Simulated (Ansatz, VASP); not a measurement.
# SnSe in VASP and in Ansatz

```
CELL_PARAMETERS angstrom
0.02634 3.01000 3.01000
3.03634 0.00000 3.03634
3.01000 3.01000 0.02634
ATOMIC_POSITIONS crystal
Sn 0.00000 0.00000 0.00000
Se 0.50000 0.50000 0.50000
```

Change from the starting cell: strain +0.0175 x Voigt [0, 0, 0, 0, 1, 0], atoms carried along.

Alike in both runs: task single point; functional LDA; k mesh 8 × 8 × 8; occupations gaussian, width 0.05 eV; no spin polarisation.

```csv
,VASP,Ansatz
version,VASP 6.6.1,Ansatz 0.2.0
potentials or method,"VASP PAW LDA potentials, release 64 (Sn_d, Se), cutoff 520 eV","scalar-relativistic, plane waves, PAW"
valence electrons in the cell,20,30
```

VASP gave:

```
gap on the k mesh at the Fermi level (eV)                     : 0.55
least direct gap on the mesh (eV)                             : 0.63
pressure (GPa)                                                : -3.3
traceless stress, the component that is largest in VASP (GPa) : -0.35
```

Question: Which values does Ansatz return?

Answer: gap on the k mesh at the Fermi level (eV): 0.53; least direct gap on the mesh (eV): 0.61; pressure (GPa): -3.4; traceless stress, the component that is largest in VASP (GPa): -0.35.

LDA's correlation is that of Perdew and Zunger in VASP and of Perdew and Wang (1992) in Ansatz. VASP's potentials hold 20 valence electrons a cell and Ansatz's 30, so a difference there can come from the potentials and not from the codes.
